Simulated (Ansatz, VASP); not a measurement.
**One calculation of Eu, two programs**

Contents of POSCAR:

```
Eu
1.0
   -2.3030000000      2.3030000000      2.3030000000
    2.3030000000     -2.3030000000      2.3030000000
    2.3030000000      2.3030000000     -2.3030000000
Eu
1
Direct
    0.0000000000      0.0000000000      0.0000000000
```

The input INCAR.step1:

```
PREC = Accurate
ENCUT = 520
ISMEAR = -1
SIGMA = 0.05
LREAL = False
LASPH = True
NELM = 150
MAGMOM = 0 0 7
LSORBIT = True
GGA_COMPAT = False
LMAXMIX = 6
NBANDS = 28
GGA = PE
ALGO = Normal
EDIFF = 1E-4
LWAVE = True
LCHARG = False
```

Contents of INCAR.step2:

```
PREC = Accurate
ENCUT = 520
EDIFF = 1E-6
ISMEAR = -1
SIGMA = 0.05
LREAL = False
LASPH = True
NELM = 150
ALGO = Normal
ISIF = 2
LWAVE = False
LCHARG = True
MAGMOM = 0 0 7
LORBIT = 11
LSORBIT = True
GGA_COMPAT = False
LORBMOM = True
LMAXMIX = 6
METAGGA = R2SCAN
LMIXTAU = True
LVHAR = True
NBANDS = 28
ISTART = 1
```

Contents of KPOINTS:

```
regular mesh
0
Gamma
  8 8 8
```

Contents of input.yaml:

```yaml
crystal:
  lattice:
    - [-2.303, 2.303, 2.303]
    - [2.303, -2.303, 2.303]
    - [2.303, 2.303, -2.303]
  atoms:
    - { symbol: Eu, position: [0.0, 0.0, 0.0], spin: 7.0, spin_axis: [0.0, 0.0, 7.0] }
hamiltonian:
  xc: r2scan
  pseudopotentials: { kind: paw_fr }
magnetization:
  noncollinear: true
  spin_orbit: true
kpoints:
  mp_grid: { grid: [8, 8, 8] }
  band_path:
    path:
      - [[0.0, 0.0, 0.0], [0.5, -0.5, 0.5], [0.0, 0.0, 0.5], [0.0, 0.0, 0.0], [0.25, 0.25, 0.25], [0.5, -0.5, 0.5]]
      - [[0.25, 0.25, 0.25], [0.0, 0.0, 0.5]]
    npoints: 14
scf:
  occupations: { method: fermi_dirac, width: 0.05 }
  n_extra_bands: 6
output:
  forces: true
  stress: true
  eigenvalues: true
  fatbands: false
```

Alike in both runs: functional r2SCAN; k mesh 8 × 8 × 8; occupations fermi-dirac, width 0.05 eV; non-collinear spin, spin-orbit coupling.

|  | VASP | Ansatz |
| --- | --- | --- |
| version | VASP 6.6.1 | Ansatz 0.2.0 |
| potentials or method | VASP PAW PBE potentials, release 64 (Eu) | Ansatz PAW |
| plane-wave cutoff (eV) | 520 | 500 |
| valence electrons in the cell | 17 | 17 |
| task | single point | band structure |

VASP gave:

```
pressure (GPa)           : -1.7
net moment per atom (μB) : 7.70
```

Problem. Which values does Ansatz return?

Solution. Pressure (GPa): -1.4; net moment per atom (μB): 7.72.

VASP's potentials were made for PBE, not for r2SCAN. The functional is the same, so the differences come from potentials, cutoffs and numerics.

Noted on Ansatz's run: the magnetic or orbital state may not be the lowest.
